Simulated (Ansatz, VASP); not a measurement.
**LaPSe4: VASP beside Ansatz**

```
La P Se
1.0
     0.00000    4.05613    4.05613
     4.05613    0.00000    4.05613
     4.05613    4.05613    0.00000
La P Se
1 1 4
Direct
  0.75000 0.75000 0.75000
  0.00000 0.00000 0.00000
  0.37294 0.37294 0.88119
  0.88119 0.37294 0.37294
  0.37294 0.37294 0.37294
  0.37294 0.88119 0.37294
```

Change from the starting cell: species swapped into the NdInNi4 type (F-43m, No. 216).

Alike in both runs: functional PBE; k mesh 3 × 3 × 3; occupations gaussian, width 0.15 eV; no spin polarisation.

Ansatz relaxed the structure, and its values are those at the end. VASP's run is a single point on that final structure, the one shown.

|  | VASP | Ansatz |
| --- | --- | --- |
| version | VASP 6.6.1 | Ansatz 0.2.0 |
| potentials or method | VASP PAW PBE potentials, release 64 (La, P, Se), cutoff 500 eV | scalar-relativistic, plane waves, PAW |
| valence electrons in the cell | 40 | 80 |

|  | VASP | Ansatz | Ansatz less VASP |
| --- | --- | --- | --- |
| gap on the k mesh at the Fermi level (eV) | none | none | - |
| pressure (GPa) | 0.3 | 0.3 | +0.01 |
| rms of the force components (eV/Å) | 0.015 | 0.015 | 0.0000 |

A gap of «none» marks a metal or a gap that the smearing closes. With one functional, cell and mesh, what is left measures potentials, basis and numerics. VASP's potentials hold 40 valence electrons a cell and Ansatz's 80, so a difference there can come from the potentials and not from the codes.

The k mesh is coarse, so the values compare programs but aren't converged. Spin-orbit coupling is off throughout.
